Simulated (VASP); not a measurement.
Ni: single point with LDA

The system is Ni.

```
Ni
1.0
    -1.36502    1.36502    1.36502
     1.36502   -1.36502    1.36502
     1.36502    1.36502   -1.36502
Ni
1
Direct
  0.00000 0.00000 0.00000
```

This isn't the form of Ni at room conditions, which is fcc.

| Property | Result |
| --- | --- |
| Program | VASP 6.6.1 |
| Task | single point |
| Functional | LDA |
| Potentials or basis | VASP PAW LDA potentials, release 64 (Ni) |
| Cutoff | 600 eV |
| k mesh | 14 × 14 × 14 |
| Occupations | fermi-dirac, width 0.15 eV |
| Spin | collinear spin, ferromagnetic start |
| Starting moments | [2.0] μB |

```json
{
 "Pressure": "-1.8 GPa",
 "Band gap on the k mesh": "zero (filled and empty bands overlap)",
 "Net moment": "0.03 μB per cell",
 "Site moments": "Ni +0.03 μB",
 "Valence electrons inside the program's atomic spheres": "Ni 9.45"
}
```

Levels at points of the mesh, in eV from the Fermi level:
Spin up:
| k point | band 1 | band 2 | band 3 | band 4 | band 5 | band 6 | band 7 | band 8 | band 9 | band 10 |
| --- | --- | --- | --- | --- | --- | --- | --- | --- | --- | --- |
| (0.00, 0.00, 0.00) | -9.31 | -2.16 | -2.16 | -2.16 | -0.66 | -0.66 | 27.20 | 27.20 | 27.20 | 32.60 |
| (0.50, 0.00, 0.00) | -4.81 | -3.21 | -0.72 | -0.48 | 0.24 | 0.38 | 7.20 | 19.74 | 20.99 | 24.94 |
| (0.50, 0.50, 0.50) | -4.40 | -4.40 | 0.13 | 0.13 | 0.13 | 10.20 | 10.20 | 10.20 | 16.55 | 16.55 |
Spin down:
```
           k point  band 1  band 2  band 3  band 4  band 5  band 6  band 7  band 8  band 9  band 10
(0.00, 0.00, 0.00)   -9.31   -2.13   -2.13   -2.13   -0.64   -0.64   27.20   27.20   27.20    32.60
(0.50, 0.00, 0.00)   -4.80   -3.18   -0.69   -0.46    0.24    0.42    7.22   19.74   21.00    24.95
(0.50, 0.50, 0.50)   -4.38   -4.38    0.16    0.16    0.16   10.20   10.20   10.20   16.56    16.56
```

It took 52 s on 1 thread of Intel(R) Xeon(R) Platinum 8259CL CPU @ 2.50GHz (Skylake/Cascade Lake), on a shared host, peak memory 0.14 GiB.
